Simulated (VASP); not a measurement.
Runs of VASP 6.6.1 on CdS. The structure is that of space group Pmm2 (No. 25), or close to it. The cells are those of the table. 

```tsv
potentials or basis	cell	k mesh	cutoff (eV)	smearing	second run	gap on the mesh (eV)	largest force (eV/Å)
VASP PAW PBE potentials, release 64 (Cd_sv_GW, S)	a = 6.676, b = 4.385, c = 26.743 Å, 2 atoms	6 × 6 × 1	470	gaussian 0.02 eV	valence_matched	1.89	-
VASP PAW PBE potentials, release 64 (Cd, S)	a = 6.676, b = 4.385, c = 26.743 Å, 2 atoms	6 × 6 × 1	520	gaussian 0.02 eV	-	1.88	0.06
VASP PAW PBE potentials, release 64 (Cd, S)	a = 4.812, b = 4.387, c = 26.743 Å, 2 atoms	4 × 4 × 1	520	gaussian 0.1 eV	-	1.46	(b)
VASP PAW PBE potentials, release 64 (Cd_sv_GW, S)	a = 4.812, b = 4.387, c = 26.743 Å, 2 atoms	4 × 4 × 1	470	gaussian 0.1 eV	valence_matched	1.47	-
VASP PAW PBE potentials, release 64 (Cd, S)	a = 4.812, b = 4.387, c = 26.743 Å, 2 atoms	6 × 6 × 1	520	gaussian 0.02 eV	-	1.47	0.04
VASP PAW PBE potentials, release 64 (Cd, S)	a = 4.162, b = 4.162, c = 16.000 Å, 2 atoms	4 × 4 × 1	520	gaussian 0.1 eV	-	0.14	1.95
VASP PAW PBE potentials, release 64 (Cd_sv_GW, S)	a = 4.812, b = 4.387, c = 26.743 Å, 2 atoms	6 × 6 × 1	470	gaussian 0.02 eV	valence_matched	1.47	(a)
```

Alike in all rows: task single point; level PBE; no spin polarisation.

**Question.** Estimate the missing entries.

**Answer.** (a) 0.01; (b) 0.05.

A k mesh can miss the band edges, and the runs leave out spin-orbit coupling on Cd.

The runs don't all hold the same shells in valence.
